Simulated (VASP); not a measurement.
Input of a VASP 6.6.1 run:

INCAR

```
ALGO = Fast
EDIFF = 1E-6
ENCUT = 520
GGA = CA
ISIF = 2
ISMEAR = 0
LASPH = T
LCHARG = T
LELF = T
LREAL = F
LVHAR = T
LWAVE = F
NBANDS = 10
NELM = 100
PREC = Accurate
SIGMA = 0.15
```

File KPOINTS:

```
k-points
0
Gamma
  22 22 22
```

The input POSCAR:

```
Ir
1.0
    0.0000000000      2.0019836597      1.5879734389
    2.0019836597      0.0000000000      1.5879734389
    2.0019836597      2.0019836597      0.0000000000
Ir
1
Direct
    0.0000000000      0.0000000000      0.0000000000
```

Potentials or basis: VASP PAW LDA potentials, release 64 (Ir).

The run is started by

```sh
$ cat potpaw_LDA.64/Ir/POTCAR > POTCAR
$ mpirun -np 1 vasp_std > vasp.out
```

Problem. What does it give for the pressure?

Solution. 56.0 GPa.

Stress tensor (GPa, compression positive):
```
 33.94   0.00   0.00
  0.00  33.94   0.00
  0.00   0.00 100.24
```
